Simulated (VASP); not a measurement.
Input of a VASP 6.6.1 run:

INCAR

```
SYSTEM = Ge
PREC = Accurate
ENCUT = 520
EDIFF = 1E-6
ISMEAR = -1
SIGMA = 0.02
LREAL = .False.
LASPH = .True.
NELM = 100
ALGO = Normal
ISIF = 2
LWAVE = .False.
LCHARG = .False.
GGA = PE
NBANDS = 36
```

Contents of KPOINTS:

```
regular mesh
0
Gamma
  12 12 4
  0 0 0
```

File POSCAR:

```
Ge
1.0
    3.8952762615      0.0000000000      0.0000000000
   -1.9476381307      3.3734081973      0.0000000000
    0.0000000000      0.0000000000      6.5928195187
Ge
4
Direct
    0.3333333333      0.6666666667      0.0021450151
    0.6666666667      0.3333333333      0.5021450151
    0.3333333333      0.6666666667      0.3728549849
    0.6666666667      0.3333333333      0.8728549849
```

Potentials or basis: VASP PAW PBE potentials, release 64 (Ge_d).

The run is started by

```sh
$ cat potpaw_PBE.64/Ge_d/POTCAR > POTCAR
$ mpirun -np 1 vasp_std > vasp.out
```

Problem. Estimate the pressure.

Solution. 7.2 GPa.

Problem. What does it give for the largest force?

Solution. 0.035 eV/Å.

Problem. Predict the band gap on the k mesh.

Solution. 0.15 eV, direct.

Stress tensor (GPa, compression positive):
```
8.44 0.00 0.00
0.00 8.44 0.00
0.00 0.00 4.59
```

Caveat: the cell differs from its parent crystal (biaxial xy strain -2.6%). A k mesh can miss the band edges.
